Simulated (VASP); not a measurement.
# MnHg (Pm-3m) in VASP: relaxation of cell and atoms with PBE

Aim: the relaxation of cell and atoms of MnHg with PBE.

Everything below comes from runs of VASP 6.6.1. Logs are shortened: lines on timing, memory, paths and dates and some standing lists are left out, and cuts for length are marked.

## (1) The cell of the first run

Symmetry: Pm-3m, No. 221, cubic system. Conventional cell: a = 3.282 Å, b = 3.282 Å, c = 3.282 Å, α = 90.00°, β = 90.00°, γ = 90.00°. Mn (site symmetry m-3m) has 8 Hg at 2.84 Å and 6 Mn at 3.28 Å within 3.7 Å. Within 3.7 Å of Hg (site symmetry m-3m) lie 8 Mn at 2.84 Å and 6 Hg at 3.28 Å.

## (2) Relaxation of cell and atoms, PBE, collinear spin, ferromagnetic start

INCAR reads:

```
PREC     = Accurate       # precision mode
ENCUT    = 600            # plane-wave cutoff, eV
EDIFF    = 1E-6           # SCF threshold, eV
ISMEAR   = -1             # smearing method
SIGMA    = 0.05           # smearing width, eV
LREAL    = False          # projectors in reciprocal space
LASPH    = True           # aspherical terms in the spheres
NELM     = 150            # most SCF steps
ALGO     = Normal         # electronic algorithm
ISIF     = 3              # what is computed and relaxed
LWAVE    = False          # write WAVECAR
LCHARG   = False          # write CHGCAR
ISPIN    = 2              # spin polarisation
MAGMOM   = 4 0            # initial moments
LORBIT   = 11             # projections on sites
LMAXMIX  = 4              # l up to which the mixer works
GGA      = PE             # functional
IBRION   = 2              # ionic algorithm
NSW      = 100            # ionic steps
EDIFFG   = -0.005         # ionic threshold
```

KPOINTS reads:

```
Automatic mesh
0
Gamma
  10 10 10
```

POSCAR reads:

```
MnHg
1.0
    3.2815128620      0.0000000000      0.0000000000
    0.0000000000      3.2815128620      0.0000000000
    0.0000000000      0.0000000000      3.2815128620
Mn Hg
1 1
Direct
    0.5000000000      0.5000000000      0.5000000000
    0.0000000000      0.0000000000      0.0000000000
```

Potentials or basis: VASP PAW PBE potentials, release 64 (Mn_pv, Hg).

Run with:

```console
cat potpaw_PBE.64/Mn_pv/POTCAR potpaw_PBE.64/Hg/POTCAR > POTCAR
mpirun -np 1 vasp_std > vasp.out
```

OUTCAR:

```text
PREC = Accurate
   ENCUT = 600
   EDIFF = 1E-6
   ISMEAR = -1
   LREAL = False
   LASPH = True
   NELM = 150
   ISIF = 3
   ISPIN = 2
   LORBIT = 11
   GGA = PE
   IBRION = 2
   NSW = 100
   EDIFFG = -0.005

 ion  position               nearest neighbor table
   1  0.500  0.500  0.500-   2 2.84   2 2.84   2 2.84   2 2.84   2 2.84   2 2.84   2 2.84   2 2.84

   2  0.000  0.000  0.000-   1 2.84   1 2.84   1 2.84   1 2.84   1 2.84   1 2.84   1 2.84   1 2.84

  LATTYP: Found a simple cubic cell.
 ALAT       =     3.2815128620

  Lattice vectors:

 A1 = (   3.2815128620,   0.0000000000,   0.0000000000)
 A2 = (   0.0000000000,   3.2815128620,   0.0000000000)
 A3 = (   0.0000000000,   0.0000000000,   3.2815128620)

Analysis of symmetry for initial positions (statically):
=====================================================================
 Subroutine PRICEL returns:
 Original cell was already a primitive cell.

 Routine SETGRP: Setting up the symmetry group for a
 simple cubic supercell.

 Subroutine GETGRP returns: Found 48 space group operations
 (whereof 48 operations were pure point group operations)
 out of a pool of 48 trial point group operations.

The static configuration has the point symmetry O_h .

Analysis of symmetry for dynamics (positions and initial velocities):
=====================================================================
 Subroutine PRICEL returns:
 Original cell was already a primitive cell.

 Routine SETGRP: Setting up the symmetry group for a
 simple cubic supercell.

 Subroutine GETGRP returns: Found 48 space group operations
 (whereof 48 operations were pure point group operations)
 out of a pool of 48 trial point group operations.

The dynamic configuration has the point symmetry O_h .

Analysis of structural, dynamic, and magnetic symmetry:
=====================================================================
 Subroutine PRICEL returns:
 Original cell was already a primitive cell.

 Routine SETGRP: Setting up the symmetry group for a
 simple cubic supercell.

 Subroutine GETGRP returns: Found 48 space group operations
 (whereof 48 operations were pure point group operations)
 out of a pool of 48 trial point group operations.

The overall configuration has the point symmetry O_h .

 Subroutine INISYM returns: Found 48 space group operations
 (whereof 48 operations are pure point group operations),
 and found     1 'primitive' translations

----------------------------------------------------------------------------------------

                                     Primitive cell

  volume of cell :      35.3364

  direct lattice vectors                    reciprocal lattice vectors
     3.281512862  0.000000000  0.000000000     0.304737492  0.000000000  0.000000000
     0.000000000  3.281512862  0.000000000     0.000000000  0.304737492  0.000000000
     0.000000000  0.000000000  3.281512862     0.000000000  0.000000000  0.304737492

  length of vectors
     3.281512862  3.281512862  3.281512862     0.304737492  0.304737492  0.304737492

  position of ions in fractional coordinates (direct lattice)
     0.500000000  0.500000000  0.500000000
     0.000000000  0.000000000  0.000000000

  ion indices of the primitive-cell ions
   primitive index   ion index
                 1           1
                 2           2

----------------------------------------------------------------------------------------

 KPOINTS: Automatic mesh

Automatic generation of k-mesh.
 Grid dimensions read from file:
 generate k-points for:   10   10   10

 Generating k-lattice:

  Cartesian coordinates                     Fractional coordinates (reciprocal lattice)
     0.030473749  0.000000000  0.000000000     0.100000000  0.000000000  0.000000000
     0.000000000  0.030473749  0.000000000     0.000000000  0.100000000  0.000000000
     0.000000000  0.000000000  0.030473749     0.000000000  0.000000000  0.100000000

  Length of vectors
     0.030473749  0.030473749  0.030473749

  Shift w.r.t. Gamma in fractional coordinates (k-lattice)
     0.000000000  0.000000000  0.000000000

 Subroutine IBZKPT returns following result:
 ===========================================

 Found     56 irreducible k-points:

 Following reciprocal coordinates:
            Coordinates               Weight
  0.000000  0.000000  0.000000      1.000000
  0.100000  0.000000  0.000000      6.000000
  0.200000  0.000000  0.000000      6.000000
  0.300000  0.000000  0.000000      6.000000
  0.400000  0.000000  0.000000      6.000000
  0.500000  0.000000  0.000000      3.000000
[... 16 lines left out ...]
  0.200000  0.100000  0.100000     24.000000
  0.300000  0.100000  0.100000     24.000000
 [... further k-points ...]
   k-points           NKPTS =     56   k-points in BZ     NKDIM =     56   number of bands    NBANDS=     18
   number of dos      NEDOS =    301   number of ions     NIONS =      2
   total plane-waves  NPLWV =  21952
   dimension x,y,z NGX =    28 NGY =   28 NGZ =   28
   dimension x,y,z NGXF=    56 NGYF=   56 NGZF=   56
   ions per type =               1   1
   NGX,Y,Z   is equivalent  to a cutoff of  14.19, 14.19, 14.19 a.u.
   NGXF,Y,Z  is equivalent  to a cutoff of  28.37, 28.37, 28.37 a.u.
 SYSTEM =  unknown system
   PREC   = accura    normal or accurate (medium, high low for compatibility)
   ISTART =      0    job   : 0-new  1-cont  2-samecut
   ICHARG =      2    charge: 1-file 2-atom 10-const
   ISPIN  =      2    spin polarized calculation?
   LNONCOLLINEAR =      F non collinear calculations
   LSORBIT =      F    spin-orbit coupling
   LASPH  =      T    aspherical Exc in radial PAW
   ENCUT  =  600.0 eV  44.10 Ry    6.64 a.u.   6.55  6.55  6.55*2*pi/ulx,y,z
   NELM   =    150;   NELMIN=  2; NELMDL= -5     # of ELM steps
   EDIFF  = 0.1E-05   stopping-criterion for ELM
   LREAL  =      F    real-space projection
   EDIFFG = -.5E-02   stopping-criterion for IOM
   NSW    =    100    number of steps for IOM
   IBRION =      2    ionic relax: 0-MD 1-quasi-New 2-CG
   NFREE  =      1    steps in history (QN), initial steepest desc. (CG)
   ISIF   =      3    stress and relaxation
   ISYM   =      2    0-nonsym 1-usesym 2-fastsym
   POTIM  = 0.5000    time-step for ionic-motion
   TEBEG  =    0.0;   TEEND  =   0.0 temperature during run
   PSTRESS=    0.0 pullay stress
   NELECT =      25.0000    total number of electrons
   NUPDOWN=      -1.0000    fix difference up-down
   EMIN   =  10.00;   EMAX   =-10.00  energy-range for DOS
   EFERMI =   0.00;   METHOD = LEGACY
   ISMEAR =    -1;   SIGMA  =   0.05  broadening in eV -4-tet -1-fermi 0-gaus
   EFERMI_NEDOS =   21; number of points for ismear=-14 and -15
   IALGO  =     38    algorithm
   IMIX   =      4    mixing-type and parameters
     AMIX     =   0.40;   BMIX     =  1.00
     AMIX_MAG =   1.60;   BMIX_MAG =  1.00
  volume/ion in A,a.u.               =      17.67       119.23
  Fermi-wavevector in a.u.,A,eV,Ry     =   1.458750  2.756637 28.952519  2.127950
  Thomas-Fermi vector in A             =   2.575397
   LORBIT       =     11    0 simple, 1 ext, 2 COOP (PROOUT), +10 PAW based schemes
   GGA     = PE    functional components
   LHFCALC =     F    Hartree Fock is set to
   AEXX    =    0.0000 exact exchange contribution
   IVDW    =     0    specifies the selected vdW correction
   LEPSILON=     F    determine dielectric tensor
   LRPA    =     F    only Hartree local field effects (RPA)
 conjugate gradient relaxation of ions
 spin polarized calculation
  energy-cutoff  :      600.00
  volume of cell :       35.34
 maximum number of plane-waves:      1208
 NGX is ok and might be reduce to    28
   NGX = 13   NGY = 13   NGZ = 13

--------------------------------------- Ionic step        1  -------------------------------------------

 number of electron      25.0000015 magnetization       3.8317826

 Free energy of the ion-electron system (eV)
  ---------------------------------------------------
  ext. energy  EPLUGINS =         0.00000000
  ---------------------------------------------------
  free energy    TOTEN  =        -8.48244400 eV

  energy without entropy =       -8.46609192  energy(sigma->0) =       -8.47426796

 E-fermi :   5.8088     XC(G=0): -11.8502

 val. band max:        5.7961803781   @ k =   0.4000   0.2000   0.2000
 cond. band min:       5.8113681466   @ k =   0.4000   0.1000   0.0000
 fundamental gap:      0.0151877685
 Fermi energy:         5.8088340860

 spin component 1

 k-point     1 :       0.0000    0.0000    0.0000
  band No.  band energies     occupation
      1     -44.2856      1.00000
      2     -44.2856      1.00000
      3     -44.2856      1.00000
      4      -4.0510      1.00000
      5      -2.6042      1.00000
      6      -2.6042      1.00000
[... 10 lines left out ...]
     17      10.8014      0.00000
     18      14.8167      0.00000
[... 1049 lines left out ...]
 POSITION                                       TOTAL-FORCE (eV/Angst)
 -----------------------------------------------------------------------------------
      1.66987      1.66987      1.66987        -0.000000     -0.000000      0.000000
      0.00000      0.00000      0.00000         0.000000      0.000000      0.000000
 -----------------------------------------------------------------------------------
    total drift:                                0.000000      0.000000      0.000000

  FREE ENERGIE OF THE ION-ELECTRON SYSTEM (eV)
  ---------------------------------------------------
  free  energy   TOTEN  =        -8.4970750507 eV

  energy  without entropy=       -8.4829740849  energy(sigma->0) =       -8.49002457

--------------------------------------- Ionic step        3  -------------------------------------------

 number of electron      25.0000006 magnetization       3.9400774

 Free energy of the ion-electron system (eV)
  ---------------------------------------------------
  ext. energy  EPLUGINS =         0.00000000
  ---------------------------------------------------
  free energy    TOTEN  =        -8.49787754 eV

  energy without entropy =       -8.48328986  energy(sigma->0) =       -8.49058370

 E-fermi :   5.4412     XC(G=0): -11.6177

 val. band max:        5.4337720141   @ k =   0.5000   0.2000   0.2000
 cond. band min:       5.4487119514   @ k =   0.4000   0.2000   0.2000
 fundamental gap:      0.0149399373
 Fermi energy:         5.4412272272

 spin component 1

 k-point     1 :       0.0000    0.0000    0.0000
  band No.  band energies     occupation
      1     -44.7800      1.00000
      2     -44.7800      1.00000
      3     -44.7800      1.00000
      4      -4.1471      1.00000
      5      -2.7849      1.00000
      6      -2.7849      1.00000
[... 10 lines left out ...]
     17      10.2612      0.00000
     18      13.8189      0.00000
[... 1013 lines left out ...]
 POSITION                                       TOTAL-FORCE (eV/Angst)
 -----------------------------------------------------------------------------------
      1.66421      1.66421      1.66421        -0.000000     -0.000000      0.000000
      0.00000      0.00000      0.00000         0.000000      0.000000      0.000000
 -----------------------------------------------------------------------------------
    total drift:                                0.000000      0.000000      0.000000

  FREE ENERGIE OF THE ION-ELECTRON SYSTEM (eV)
  ---------------------------------------------------
  free  energy   TOTEN  =        -8.4978775397 eV

  energy  without entropy=       -8.4832898649  energy(sigma->0) =       -8.49058370

 reached required accuracy - stopping structural energy minimisation

 total charge

# of ion       s       p       d       tot
------------------------------------------
    1        0.250   6.169   4.972  11.391
    2        0.816   0.508   9.257  10.581
--------------------------------------------------
tot          1.066   6.677  14.228  21.972

 magnetization (x)

# of ion       s       p       d       tot
------------------------------------------
    1        0.029   0.016   3.803   3.848
    2       -0.041  -0.059   0.047  -0.053
--------------------------------------------------
tot         -0.012  -0.043   3.850   3.795
```

Run time: 3.5 min. Hardware: 1 thread of Intel Xeon Platinum 8259CL at 2.50GHz (Skylake/Cascade Lake), shared host; peak memory 0.23 GiB.

Results:

* Free energy: -8.4979 eV
* Relaxed volume: 18.44 Å³/atom
* Relaxed cell: a = 3.328 Å, b = 3.328 Å, c = 3.328 Å, α = 90.00°, β = 90.00°, γ = 90.00°
* Space group after relaxing (to 0.05 Å): Pm-3m (No. 221)
* Energy gained by relaxing: 7.7 meV/atom
* Ionic steps: 3
* Pressure after relaxing: 0.0 GPa
* Net moment: 3.94 μB per cell
* Site moments: Mn +3.85; Hg -0.05 μB
* Valence electrons inside the program's atomic spheres: Mn 11.39; Hg 10.58

Step by step:
```csv
step,energy change (eV),largest force (eV/Å),pressure (GPa),volume (Å³)
1,0.0000,0.0000,3.34,35.34
2,-0.0146,0.0000,-0.71,37.25
3,-0.0154,0.0000,0.01,36.87
```

Final structure:
```
Mn Hg
1.0
     3.32841    0.00000    0.00000
     0.00000    3.32841    0.00000
     0.00000    0.00000    3.32841
Mn Hg
1 1
Direct
  0.50000 0.50000 0.50000
  0.00000 0.00000 0.00000
```

Caveat: spin-orbit coupling is left out, which moves the levels of the heavy elements. Zero-point motion and thermal expansion aren't in these numbers.
